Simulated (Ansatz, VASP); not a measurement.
## SiC in VASP and in Ansatz

```xyz
2
Lattice="0.0000 2.2328 2.2328 2.2328 0.0000 2.2328 2.2328 2.2328 0.0000" Properties=species:S:1:pos:R:3 pbc="T T T"
Si    0.0000    0.0000    0.0000
C     1.1164    1.1164    1.1164
```

Change from the starting cell: volume scaled by 1.06, PAW files.

Alike in both runs: task electric field gradients; functional PBE; k mesh 16 × 16 × 16; occupations fermi-dirac, width 0.08 eV; no spin polarisation.

|  | VASP | Ansatz |
| --- | --- | --- |
| version | VASP 6.6.1 | Ansatz 0.2.0 |
| potentials or method | VASP PAW PBE potentials, release 64 (Si, C) | PAW with Ansatz's default frozen-core files, scalar-relativistic |
| plane-wave cutoff (eV) | 520 | 420 |
| valence electrons in the cell | 8 | 8 |

Ansatz gave:

* pressure (GPa): -11.0

Q: What did VASP give for the same quantities?

A: Pressure (GPa): -11.1.
